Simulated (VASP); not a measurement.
# SbMo (P6_3/mmc) in VASP: notebook

The runs below take SbMo through relaxation of shape and atoms at fixed volume, with PBE.

All numbers are computed with VASP 6.6.1; they aren't measurements. Logs are shortened: lines on timing, memory, paths and dates and some standing lists are left out, and cuts for length are marked.

## Step 1: The cell of the first run

The structure is hexagonal, space group P6_3/mmc (No. 194). Conventional cell: a = 4.425 Å, b = 4.425 Å, c = 5.300 Å, α = 90.00°, β = 90.00°, γ = 120.00°. Within 3.5 Å of Mo (site symmetry -3m) lie 2 Mo at 2.65 Å and 6 Sb at 2.88 Å. Sb (site symmetry -6m2) has 6 Mo at 2.88 Å and 6 Sb at 3.68 Å within 3.8 Å.

## Step 2: Relaxation of shape and atoms at fixed volume, PBE (22.47 Å³/atom)

File INCAR:

```
PREC     = Accurate       # precision mode
ENCUT    = 600            # plane-wave cutoff, eV
EDIFF    = 1E-7           # SCF threshold, eV
ISMEAR   = 0              # smearing method
SIGMA    = 0.05           # smearing width, eV
LREAL    = False          # projectors in reciprocal space
LASPH    = True           # aspherical terms in the spheres
NELM     = 80             # most SCF steps
ALGO     = Normal         # electronic algorithm
ISIF     = 4              # what is computed and relaxed
LWAVE    = False          # write WAVECAR
LCHARG   = False          # write CHGCAR
GGA      = PE             # functional
IBRION   = 2              # ionic algorithm
NSW      = 60             # ionic steps
EDIFFG   = -0.01          # ionic threshold
```

File KPOINTS:

```
regular mesh
0
Gamma
  10 10 6
```

File POSCAR:

```
SbMo
1.0
    4.4247025500      0.0000000000      0.0000000000
   -2.2123512750      3.8319048125      0.0000000000
    0.0000000000      0.0000000000      5.3001042149
Mo Sb
2 2
Direct
    0.0000000000      0.0000000000      0.0000000000
    0.0000000000      0.0000000000      0.5000000000
    0.3333333333      0.6666666667      0.2500000000
    0.6666666667      0.3333333333      0.7500000000
```

Potentials or basis: VASP PAW PBE potentials, release 64 (Mo_sv, Sb).

Command:

```bash
> cat potpaw_PBE.64/Mo_sv/POTCAR potpaw_PBE.64/Sb/POTCAR > POTCAR
> mpirun -np 1 vasp_std > vasp.out
```

OUTCAR:

```text
PREC = Accurate
   ENCUT = 600
   EDIFF = 1E-7
   ISMEAR = 0
   LREAL = False
   LASPH = True
   NELM = 80
   ISIF = 4
   GGA = PE
   IBRION = 2
   NSW = 60
   EDIFFG = -0.01

 ion  position               nearest neighbor table
   1  0.000  0.000  0.000-   2 2.65   2 2.65   4 2.88   3 2.88   4 2.88   3 2.88   4 2.88   3 2.88

   2  0.000  0.000  0.500-   1 2.65   1 2.65   4 2.88   3 2.88   4 2.88   3 2.88   4 2.88   3 2.88

   3  0.333  0.667  0.250-   1 2.88   2 2.88   1 2.88   2 2.88   1 2.88   2 2.88   4 3.68   4 3.68
                             4 3.68   4 3.68   4 3.68   4 3.68
   4  0.667  0.333  0.750-   1 2.88   2 2.88   1 2.88   2 2.88   1 2.88   2 2.88   3 3.68   3 3.68
                             3 3.68   3 3.68   3 3.68   3 3.68

  LATTYP: Found a hexagonal cell.
 ALAT       =     4.4247025500
 C/A-ratio  =     1.1978441839

  Lattice vectors:

 A1 = (   4.4247025500,   0.0000000000,   0.0000000000)
 A2 = (  -2.2123512750,   3.8319048125,   0.0000000000)
 A3 = (   0.0000000000,   0.0000000000,   5.3001042149)

Analysis of symmetry for initial positions (statically):
=====================================================================
 Subroutine PRICEL returns:
 Original cell was already a primitive cell.

 Routine SETGRP: Setting up the symmetry group for a
 hexagonal supercell.

 Subroutine GETGRP returns: Found 24 space group operations
 (whereof 12 operations were pure point group operations)
 out of a pool of 24 trial point group operations.

The static configuration has the point symmetry D_3d.
 The point group associated with its full space group is D_6h.

Analysis of symmetry for dynamics (positions and initial velocities):
=====================================================================
 Subroutine PRICEL returns:
 Original cell was already a primitive cell.

 Routine SETGRP: Setting up the symmetry group for a
 hexagonal supercell.

 Subroutine GETGRP returns: Found 24 space group operations
 (whereof 12 operations were pure point group operations)
 out of a pool of 24 trial point group operations.

The dynamic configuration has the point symmetry D_3d.
 The point group associated with its full space group is D_6h.

 Subroutine INISYM returns: Found 24 space group operations
 (whereof 12 operations are pure point group operations),
 and found     1 'primitive' translations

----------------------------------------------------------------------------------------

                                     Primitive cell

  volume of cell :      89.8635

[... 103 lines left out ...]
   NELECT =      38.0000    total number of electrons
   NUPDOWN=      -1.0000    fix difference up-down
   EMIN   =  10.00;   EMAX   =-10.00  energy-range for DOS
   EFERMI =   0.00;   METHOD = LEGACY
   ISMEAR =     0;   SIGMA  =   0.05  broadening in eV -4-tet -1-fermi 0-gaus
   EFERMI_NEDOS =   21; number of points for ismear=-14 and -15
   IALGO  =     38    algorithm
   IMIX   =      4    mixing-type and parameters
     AMIX     =   0.40;   BMIX     =  1.00
     AMIX_MAG =   1.60;   BMIX_MAG =  1.00
  volume/ion in A,a.u.               =      22.47       151.61
  Fermi-wavevector in a.u.,A,eV,Ry     =   1.228782  2.322062 20.543519  1.509906
  Thomas-Fermi vector in A             =   2.363695
   LORBIT       =      0    0 simple, 1 ext, 2 COOP (PROOUT), +10 PAW based schemes
   GGA     = PE    functional components
   LHFCALC =     F    Hartree Fock is set to
   AEXX    =    0.0000 exact exchange contribution
   IVDW    =     0    specifies the selected vdW correction
   LEPSILON=     F    determine dielectric tensor
   LRPA    =     F    only Hartree local field effects (RPA)
 conjugate gradient relaxation of ions
 non-spin polarized calculation
 Gauss-broadening in eV      SIGMA  =   0.05
  energy-cutoff  :      600.00
  volume of cell :       89.86
 maximum number of plane-waves:      3018
 NGX is ok and might be reduce to    36
   NGX = 17   NGY = 17   NGZ = 21

--------------------------------------- Ionic step        1  -------------------------------------------

 number of electron      38.0000006 magnetization

 Free energy of the ion-electron system (eV)
  ---------------------------------------------------
  ext. energy  EPLUGINS =         0.00000000
  ---------------------------------------------------
  free energy    TOTEN  =       -28.89311932 eV

  energy without entropy =      -28.88940878  energy(sigma->0) =      -28.89126405

------------------------ aborting loop because EDIFF is reached ----------------------------------------

  FORCE on cell =-STRESS in cart. coord.  units (eV):
  Direction    XX          YY          ZZ          XY          YZ          ZX
  --------------------------------------------------------------------------------------
  -------------------------------------------------------------------------------------
  Total       -2.5547686     -2.5547686     -2.7604844      0.0000000     -0.0000000      0.0000000
  in kB      -45.5490110    -45.5490110    -49.2167221      0.0000000     -0.0000000      0.0000000
  external PRESSURE =     -46.7715813 kB  Pullay stress =       0.0000000 kB
[... 63 lines left out ...]
--------------------------------------- Ionic step        3  -------------------------------------------

 number of electron      38.0000007 magnetization

 Free energy of the ion-electron system (eV)
  ---------------------------------------------------
  ext. energy  EPLUGINS =         0.00000000
  ---------------------------------------------------
  free energy    TOTEN  =       -28.89336893 eV

  energy without entropy =      -28.88959571  energy(sigma->0) =      -28.89148232

 E-fermi :   8.7362     XC(G=0): -11.0287

 val. band max:        8.7348911788   @ k =   0.5000   0.0000   0.5000
 cond. band min:       8.7489406036   @ k =   0.2000  -0.0000   0.1667
 fundamental gap:      0.0140494248
 Fermi energy:         8.7362402764

 k-point     1 :       0.0000    0.0000    0.0000
  band No.  band energies     occupation
      1     -51.9594      2.00000
      2     -51.7989      2.00000
      3     -26.6313      2.00000
      4     -26.0600      2.00000
      5     -26.0600      2.00000
      6     -25.9091      2.00000
[... 613 lines left out ...]
     22      10.5294      0.00000
     23      10.7474      0.00000

 [... further k-points ...]

------------------------ aborting loop because EDIFF is reached ----------------------------------------

  FORCE on cell =-STRESS in cart. coord.  units (eV):
  Direction    XX          YY          ZZ          XY          YZ          ZX
  --------------------------------------------------------------------------------------
  -------------------------------------------------------------------------------------
  Total       -2.5804425     -2.5804425     -2.5851495      0.0000000      0.0000000      0.0000000
  in kB      -46.0067518    -46.0067518    -46.0906724      0.0000000      0.0000000      0.0000000
  external PRESSURE =     -46.0347253 kB  Pullay stress =       0.0000000 kB
[... 19 lines left out ...]
  FREE ENERGIE OF THE ION-ELECTRON SYSTEM (eV)
  ---------------------------------------------------
  free  energy   TOTEN  =       -28.8933689303 eV

  energy  without entropy=      -28.8895957071  energy(sigma->0) =      -28.89148232

 reached required accuracy - stopping structural energy minimisation
```

Run time: 1.8 min. Hardware: 1 thread of Intel Xeon 6975P-C (Granite Rapids), shared host; peak memory 0.31 GiB.

Results:

```yaml
Free_energy: -28.8934 eV
Energy_gained_by_relaxing: 0.1 meV/atom
Ionic_steps: 3
Pressure_after_relaxing: -4.6 GPa
Band_gap_on_the_k_mesh: zero (bands 19 and 20 overlap by 1.36 eV)
```

Step by step:
| step | energy change (eV) | largest force (eV/Å) | pressure (GPa) | volume (Å³) |
| --- | --- | --- | --- | --- |
| 1 | 0.0000 | 0.0000 | -4.68 | 89.86 |
| 2 | -0.0002 | 0.0000 | -4.63 | 89.86 |
| 3 | -0.0002 | 0.0000 | -4.60 | 89.86 |

Final structure:
```cif
data_structure
_symmetry_space_group_name_H-M 'P 1'
_symmetry_Int_Tables_number 1
_cell_length_a 4.4302
_cell_length_b 4.4302
_cell_length_c 5.2871
_cell_angle_alpha 90.000
_cell_angle_beta 90.000
_cell_angle_gamma 120.000
_cell_volume 89.86
loop_
_atom_site_label
_atom_site_type_symbol
_atom_site_fract_x
_atom_site_fract_y
_atom_site_fract_z
_atom_site_occupancy
Mo1 Mo 0.00000 0.00000 0.00000 1
Mo2 Mo 0.00000 0.00000 0.50000 1
Sb1 Sb 0.33333 0.66667 0.25000 1
Sb2 Sb 0.66667 0.33333 0.75000 1
```

Levels at points of the mesh, in eV from the Fermi level:
| k point | band 16 | band 17 | band 18 | band 19 | band 20 | band 21 | band 22 | band 23 |
| --- | --- | --- | --- | --- | --- | --- | --- | --- |
| (0.00, 0.00, 0.00) | -1.92 | -0.22 | -0.22 | 0.57 | 0.57 | 2.31 | 2.31 | 2.71 |
| (0.50, 0.00, 0.00) | -1.87 | -1.46 | -1.04 | -0.63 | 0.47 | 0.97 | 1.71 | 2.12 |
| (0.00, 0.00, 0.50) | -1.66 | -0.61 | -0.61 | -0.61 | -0.61 | 0.55 | 0.55 | 4.12 |
| (0.50, 0.00, 0.50) | -1.43 | -0.21 | -0.21 | 0.00 | 0.00 | 0.06 | 0.06 | 2.33 |

Caveat: spin-orbit coupling is left out, which moves the levels of the heavy elements.

## Step 3: Relaxation of shape and atoms at fixed volume, PBE (23.11 Å³/atom)

This run uses another cell than the first one, of 23.11 Å³/atom.

File INCAR:

```
SYSTEM = SbMo
PREC     = Accurate       ! precision mode
ENCUT    = 600            ! plane-wave cutoff, eV
EDIFF    = 1E-7           ! SCF threshold, eV
ISMEAR   = 0              ! smearing method
SIGMA    = 0.05           ! smearing width, eV
LREAL    = .FALSE.        ! projectors in reciprocal space
LASPH    = .TRUE.         ! aspherical terms in the spheres
NELM     = 100            ! most SCF steps
ALGO     = Normal         ! electronic algorithm
ISIF     = 4              ! what is computed and relaxed
LWAVE    = .FALSE.        ! write WAVECAR
LCHARG   = .FALSE.        ! write CHGCAR
GGA      = PE             ! functional
IBRION   = 2              ! ionic algorithm
NSW      = 60             ! ionic steps
EDIFFG   = -0.01          ! ionic threshold
```

File KPOINTS:

```
regular mesh
0
G
  10 10 6
  0 0 0
```

File POSCAR:

```
SbMo
1.0
    4.4743376392      0.0000000000      0.0000000000
   -2.2371688196      3.8748900607      0.0000000000
    0.0000000000      0.0000000000      5.3326797340
Mo Sb
2 2
Direct
    0.0000000000      0.0000000000      0.0000000000
    0.0000000000      0.0000000000      0.5000000000
    0.3333333333      0.6666666667      0.2500000000
    0.6666666667      0.3333333333      0.7500000000
```

Potentials or basis: VASP PAW PBE potentials, release 64 (Mo_sv, Sb).

Command:

```bash
> cat potpaw_PBE.64/Mo_sv/POTCAR potpaw_PBE.64/Sb/POTCAR > POTCAR
> mpirun -np 1 vasp_std > vasp.out
```

It took 2.3 min on 1 thread of Intel Xeon 6975P-C (Granite Rapids), shared host; peak memory 0.33 GiB.

It converged, with:

| Quantity | Value |
| --- | --- |
| Free energy | -28.7963 eV |
| Energy gained by relaxing | 0.2 meV/atom |
| Ionic steps | 3 |
| Pressure after relaxing | -7.4 GPa |
| Band gap on the k mesh | zero (bands 19 and 20 overlap by 1.30 eV) |

Step by step:
```tsv
step	energy change (eV)	largest force (eV/Å)	pressure (GPa)	volume (Å³)
1	0.0000	0.0000	-7.55	92.46
2	-0.0007	0.0000	-7.47	92.46
3	-0.0008	0.0000	-7.42	92.46
```

Final structure:
```
CELL_PARAMETERS angstrom
4.48473 0.00000 0.00000
-2.24236 3.88389 0.00000
0.00000 0.00000 5.30800
ATOMIC_POSITIONS crystal
Mo 0.00000 0.00000 0.00000
Mo 0.00000 0.00000 0.50000
Sb 0.33333 0.66667 0.25000
Sb 0.66667 0.33333 0.75000
```

Levels at points of the mesh, in eV from the Fermi level:
| k point | band 17 | band 18 | band 19 | band 20 | band 21 | band 22 |
| --- | --- | --- | --- | --- | --- | --- |
| (0.00, 0.00, 0.00) | -0.18 | -0.18 | 0.51 | 0.51 | 2.29 | 2.29 |
| (0.50, 0.00, 0.00) | -1.40 | -1.04 | -0.62 | 0.47 | 0.94 | 1.54 |
| (0.00, 0.00, 0.50) | -0.57 | -0.57 | -0.57 | -0.57 | 0.48 | 0.48 |
| (0.50, 0.00, 0.50) | -0.19 | -0.19 | 0.00 | 0.00 | 0.07 | 0.07 |

Caveat: spin-orbit coupling is left out, which moves the levels of the heavy elements.

[end of part 1 of 2]
